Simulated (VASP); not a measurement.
Wanted: the native input for a VASP 6.6.1 run.

* Task: single point
* Functional: PBE
* Potentials or basis: VASP PAW PBE potentials, release 64 (Ti_sv, B)
* Cutoff: 520 eV
* k mesh: 6 × 6 × 4
* Occupations: gaussian, width 0.1 eV
* Spin: collinear spin, ferromagnetic start
* Starting moments: [1.0, 0.0, 0.0, 0.0, 0.0] μB
* Dipole correction: no
* Further INCAR settings: ALGO = Normal; EDIFF = 1e-06; NBANDS = 24

The structure of TiB4 lies in POSCAR:

```
TiB4
1.0
    3.0384570859      0.0000000000      0.0000000000
   -1.5192285430      2.6313810247      0.0000000000
    0.0000000000      0.0000000000      5.0426338310
Ti B
1 4
Direct
    0.0000000000      0.0000000000      0.0000000000
    0.3333333333      0.6666666667      0.3096468470
    0.6666666667      0.3333333333      0.3096468470
    0.3333333333      0.6666666667      0.6903531530
    0.6666666667      0.3333333333      0.6903531530
```

One way to write it, as run:

INCAR

```
  ALGO = Normal
  EDIFF = 1E-6
  ENCUT = 520
  GGA = PE
  ISIF = 2
  ISMEAR = 0
  ISPIN = 2
  LASPH = True
  LCHARG = True
  LELF = True
  LMAXMIX = 4
  LORBIT = 11
  LREAL = False
  LVHAR = True
  LWAVE = False
  MAGMOM = 1 0 0 0 0
  NBANDS = 24
  NELM = 150
  PREC = Accurate
  SIGMA = 0.1
```

KPOINTS

```
k-points
0
Gamma
  6 6 4
```

Potentials or basis: VASP PAW PBE potentials, release 64 (Ti_sv, B).

Launch:

```sh
$ cat potpaw_PBE.64/Ti_sv/POTCAR potpaw_PBE.64/B/POTCAR > POTCAR
$ mpirun -np 1 vasp_std > vasp.out
```

Results of the run:

```json
{
 "Pressure": "0.1 GPa",
 "Largest force": "0.004 eV/Å",
 "Band gap on the k mesh": "zero (filled and empty bands overlap)",
 "Net moment": "0.00 μB per cell",
 "Valence electrons inside the program's atomic spheres": "Ti 10.46; B 1.97"
}
```

Caveat: the k points lie up to 0.40 Å⁻¹ apart.

Run time: 80 s on 1 thread of AMD EPYC 7R43 64-Core Processor (Zen 3), with other jobs on the host, peak memory 0.15 GiB.
